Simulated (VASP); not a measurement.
**MoS2: single point with LDA**

The system is MoS2.

```
CELL_PARAMETERS angstrom
3.12220 0.00000 0.00000
-1.56110 2.70390 0.00000
0.00000 0.00000 12.07944
ATOMIC_POSITIONS crystal
Mo 0.66667 0.33333 0.25000
Mo 0.33333 0.66667 0.75000
S 0.66667 0.33333 0.62134
S 0.33333 0.66667 0.37866
S 0.66667 0.33333 0.87866
S 0.33333 0.66667 0.12134
```

```json
{
  "Program": "VASP 6.6.1",
  "Task": "single point",
  "Functional": "LDA",
  "Potentials or basis": "VASP PAW LDA potentials, release 64 (Mo_sv, S)",
  "Cutoff": "500 eV",
  "k mesh": "12 × 12 × 4",
  "Occupations": "gaussian, width 0.01 eV",
  "Spin": "no spin polarisation",
  "Dipole correction": "no",
  "Further INCAR settings": "ALGO = Normal; EDIFF = 1e-06; NBANDS = 35"
}
```

- Pressure: 0.1 GPa
- Largest force: 0.016 eV/Å
- Band gap on the k mesh: 0.74 eV, indirect (least direct gap 1.77 eV)

Forces in eV/Å, atoms in the order of the input:
```
Mo   0.000  0.000  0.000
Mo   0.000  0.000  0.000
S    0.000  0.000 -0.016
S    0.000  0.000  0.016
S    0.000  0.000  0.016
S    0.000  0.000 -0.016
```

Levels at points of the mesh, in eV from the valence-band top:
```tsv
k point	band 23	band 24	band 25	band 26	band 27	band 28	band 29	band 30
(0.00, 0.00, 0.00)	-2.20	-1.40	-1.15	0.00	2.14	2.14	2.18	2.18
(0.50, 0.00, 0.00)	-1.76	-1.53	-1.51	-1.39	1.67	1.72	2.02	2.37
(0.00, 0.00, 0.50)	-2.23	-2.23	-0.29	-0.29	2.15	2.15	2.15	2.15
(0.50, 0.00, 0.50)	-1.64	-1.64	-1.45	-1.45	1.69	1.69	2.21	2.21
```

It took 6 min on 1 thread of AMD EPYC 7R13, on a shared host, peak memory 0.25 GiB.

A k mesh can miss the band edges. As with any semilocal functional, this LDA gap is likely too small.
